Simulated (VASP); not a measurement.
Here is a VASP 6.6.1 calculation.

INCAR

```
  ALGO = Normal
  EDIFF = 1E-6
  ENCUT = 520
  GGA = PE
  ISIF = 2
  ISMEAR = 0
  LASPH = True
  LCHARG = True
  LELF = True
  LREAL = False
  LVHAR = True
  LWAVE = False
  NBANDS = 36
  NELM = 60
  PREC = Accurate
  SIGMA = 0.15
```

File KPOINTS:

```
k-points
0
Gamma
  12 12 8
```

Contents of POSCAR:

```
Ge
1.0
    4.1799014089      0.0000000000      0.0000000000
   -2.0899507045      3.6199008054      0.0000000000
    0.0000000000      0.0000000000      6.5921402695
Ge
4
Direct
    0.6666666667      0.3333333333      0.0627911807
    0.3333333333      0.6666666667      0.5627911807
    0.6666666667      0.3333333333      0.4372088193
    0.3333333333      0.6666666667      0.9372088193
```

Potentials or basis: VASP PAW PBE potentials, release 64 (Ge_d).

Launch:

```sh
$ cat potpaw_PBE.64/Ge_d/POTCAR > POTCAR
$ mpirun -np 1 vasp_std > vasp.out
```

Problem. Estimate the band gap on the k mesh.

Solution. Zero (bands 28 and 29 overlap by 0.27 eV).

Problem. What does it give for the largest force?

Solution. 0.373 eV/Å.

Problem. Predict the pressure.

Solution. -2.1 GPa.

Forces in eV/Å, atoms in the order of the input:
```
Ge   0.000  0.000 -0.373
Ge   0.000  0.000 -0.373
Ge   0.000  0.000  0.373
Ge   0.000  0.000  0.373
```

Caveat: the cell differs from its parent crystal (strain +0.030 along x and y, -0.015 along z); semilocal functionals underestimate gaps, so a narrow gap can read as zero.
